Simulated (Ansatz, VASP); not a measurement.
**Two plane-wave programs on NiO**

```
Ni O
1.0
     0.00000    2.07190    2.07190
     2.07190    0.00000    2.07190
     2.07190    2.07190    0.00000
Ni O
1 1
Cartesian
  0.0000 0.0000 0.0000
  2.0719 2.0719 2.0719
```

Alike in both runs: task single point; functional RPBE; dispersion D4; k mesh 11 × 11 × 11; occupations fermi-dirac, width 0.05 eV; collinear spin.

```csv
,VASP,Ansatz
version,VASP 6.6.1,Ansatz 0.2.0
potentials or method,"VASP PAW PBE potentials, release 64 (Ni, O)",Ansatz PAW
plane-wave cutoff (eV),600,420
valence electrons in the cell,16,24
```

Ansatz gave:

| Item | Value |
| --- | --- |
| gap on the k mesh at the Fermi level (eV) | none |
| pressure (GPa) | 7.8 |
| net moment per atom (μB) | 0.89 |
| size of the moment on the site where the two differ most (μB) | 0.28 |

Question: What did VASP give for the same quantities?

Answer: gap on the k mesh at the Fermi level (eV): none; pressure (GPa): 7.3; net moment per atom (μB): 0.87; size of the moment on the site where the two differ most (μB): 0.26.

VASP's potentials were made for PBE, not for RPBE. Site moments also hang on the region over which each program counts them. A gap of «none» marks a metal or a gap that the smearing closes. VASP's potentials hold 16 valence electrons a cell and Ansatz's 24, so a difference there can come from the potentials and not from the codes.
